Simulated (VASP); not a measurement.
A run of VASP 6.6.1:

INCAR

```
SYSTEM = Cs
PREC = Accurate
ENCUT = 600
EDIFF = 1E-6
ISMEAR = -1
SIGMA = 0.05
LREAL = .FALSE.
LASPH = .TRUE.
NELM = 80
ALGO = Normal
ISIF = 3
LWAVE = .FALSE.
LCHARG = .FALSE.
GGA = PS
IBRION = 2
NSW = 60
EDIFFG = -0.02
```

KPOINTS

```
regular mesh
0
G
  7 7 7
  0 0 0
```

Contents of POSCAR:

```
Cs
1.0
    6.0700000000      0.0000000000      0.0000000000
    0.0000000000      6.0700000000      0.0000000000
    0.0000000000      0.0000000000      6.0700000000
Cs
2
Direct
    0.0000000000      0.0000000000      0.0000000000
    0.5000000000      0.5000000000      0.5000000000
```

Potentials or basis: VASP PAW PBE potentials, release 64 (Cs_sv).

Launch:

```bash
$ cat potpaw_PBE.64/Cs_sv/POTCAR > POTCAR
$ mpirun -np 1 vasp_std > vasp.out
```

Hardware: 1 thread of Intel Xeon 8259CL (shared host).

Problem. Estimate the wall time of this run.

Solution. Run time: 3.4 min on 1 thread of Intel Xeon 8259CL (shared host), peak memory 0.36 GiB. Counts: scf iterations 23, k points 20, ion steps 3.
